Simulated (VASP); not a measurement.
A run of VASP 6.6.1:

Contents of INCAR:

```
SYSTEM = HfH2
  PREC = Accurate
  ENCUT = 520
  EDIFF = 1E-8
  ISMEAR = -1
  SIGMA = 0.03
  LREAL = .False.
  LASPH = .True.
  NELM = 100
  ALGO = Normal
  ISIF = 2
  LWAVE = .False.
  LCHARG = .False.
  LEFG = .True.
  NBANDS = 13
```

KPOINTS

```
Automatic mesh
0
Gamma
  12 12 12
  0 0 0
```

Contents of POSCAR:

```
HfH2
1.0
   -1.7390000000      1.7390000000      2.1586950000
    1.7390000000     -1.7390000000      2.1586950000
    1.7390000000      1.7390000000     -2.1586950000
Hf H
1 2
Direct
    0.0000000000      0.0000000000      0.0000000000
    0.7500000000      0.2500000000      0.5000000000
    0.2500000000      0.7500000000      0.5000000000
```

Potentials or basis: VASP PAW LDA potentials, release 64 (Hf_pv, H).

Run with:

```sh
$ cat potpaw_LDA.64/Hf_pv/POTCAR potpaw_LDA.64/H/POTCAR > POTCAR
$ mpirun -np 1 vasp_std > vasp.out
```

Hardware: 1 thread of Intel(R) Xeon(R) Platinum 8559C (Emerald Rapids) (shared host).

Q: Estimate the wall time of this run.

A: Run time: 16 s on 1 thread of Intel(R) Xeon(R) Platinum 8559C (Emerald Rapids) (shared host), peak memory 0.17 GiB. Counts: scf iterations 14, k points 163.
